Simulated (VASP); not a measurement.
NaF, 2 atoms in the cell. The structure is trigonal, space group R-3m (No. 166). The conventional cell has a = 3.896 Å, b = 3.896 Å, c = 5.725 Å, α = 90.00°, β = 90.00°, γ = 120.00°. Within 3.2 Å of Na (site symmetry -3m) lie 8 F at 2.44 to 2.86 Å and 6 Na at 2.95 Å. F (site symmetry -3m) has 8 Na at 2.44 to 2.86 Å and 6 F at 2.95 Å within 3.2 Å.  This cell differs from its parent crystal: ratio of the length along [111] to the lengths across it x 0.6, volume and fractional coordinates fixed.

- Program: VASP 6.6.1
- Task: single point
- Functional: PBE
- Potentials or basis: VASP PAW PBE potentials, release 64 (Na_pv, F)
- Cutoff: 520 eV
- k mesh: 10 × 10 × 10
- Occupations: gaussian, width 0.05 eV
- Spin: no spin polarisation
- Dipole correction: no
- Further INCAR settings: ALGO = Normal; EDIFF = 1e-07; NBANDS = 14

Potentials or basis: VASP PAW PBE potentials, release 64 (Na_pv, F).

Run with:

```console
$ cat potpaw_PBE.64/Na_pv/POTCAR potpaw_PBE.64/F/POTCAR > POTCAR
$ mpirun -np 1 vasp_std > vasp.out
```

Hardware: 1 thread of Intel Xeon 8259CL (shared host).

How long does it take, and how much memory?

It took 44 s on 1 thread of Intel Xeon 8259CL, on a shared host, peak memory 0.16 GiB. Counts: scf iterations 13, k points 116.
